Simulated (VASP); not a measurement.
Here is a VASP 6.6.1 calculation.

The input INCAR:

```
  PREC = Accurate
  ENCUT = 520
  EDIFF = 1E-6
  ISMEAR = 0
  SIGMA = 0.05
  LREAL = Auto
  LASPH = True
  NELM = 80
  ALGO = Normal
  ISIF = 2
  LWAVE = False
  LCHARG = True
  LDIPOL = True
  IDIPOL = 3
  DIPOL = 0.5 0.5 0.500
  GGA = PE
  IVDW = 12
  LELF = True
  LVHAR = True
  LVACPOTAV = True
  NBANDS = 51
  ISYM = 0
```

KPOINTS

```
Automatic mesh
0
Gamma
  11 5 1
```

File POSCAR:

```
BN
1.0
    2.5076849335      0.0000000000      0.0000000000
   -1.2538424667      5.4742550695      0.0000000000
    0.0000000000      0.0000000000     26.0250341062
B N
9 9
Direct
    0.3450473494      0.6900972440      0.2882904324
    0.6854410370      0.3708838404      0.3392229717
    0.0299435172      0.0598880522      0.3906394206
    0.3730759679      0.7461519857      0.4415956011
    0.7155580097      0.4311151587      0.4921960492
    0.0579181846      0.1158347355      0.5427161149
    0.4001450646      0.8002882624      0.5932466332
    0.7438305778      0.4876592751      0.6445812114
    0.0818918477      0.1637812927      0.6951830801
    0.7925546549      0.5851121521      0.3044815322
    0.1347586149      0.2695192603      0.3560674992
    0.4780504135      0.9561020059      0.4072279726
    0.8207637403      0.6415276480      0.4579797296
    0.1631413864      0.3262820431      0.5085219253
    0.5055030467      0.0110046432      0.5590470468
    0.8479403673      0.6958792759      0.6095087414
    0.1926312832      0.3852613228      0.6607485226
    0.5340025475      0.0680070230      0.7087455156
```

Potentials or basis: VASP PAW PBE potentials, release 64 (B, N).

Launch:

```bash
$ cat potpaw_PBE.64/B/POTCAR potpaw_PBE.64/N/POTCAR > POTCAR
$ mpirun -np 1 vasp_std > vasp.out
```

(1) Estimate the dispersion energy per atom.

(2) Predict the largest force.

## Answers

(1) -0.120 eV.

(2) 0.024 eV/Å.
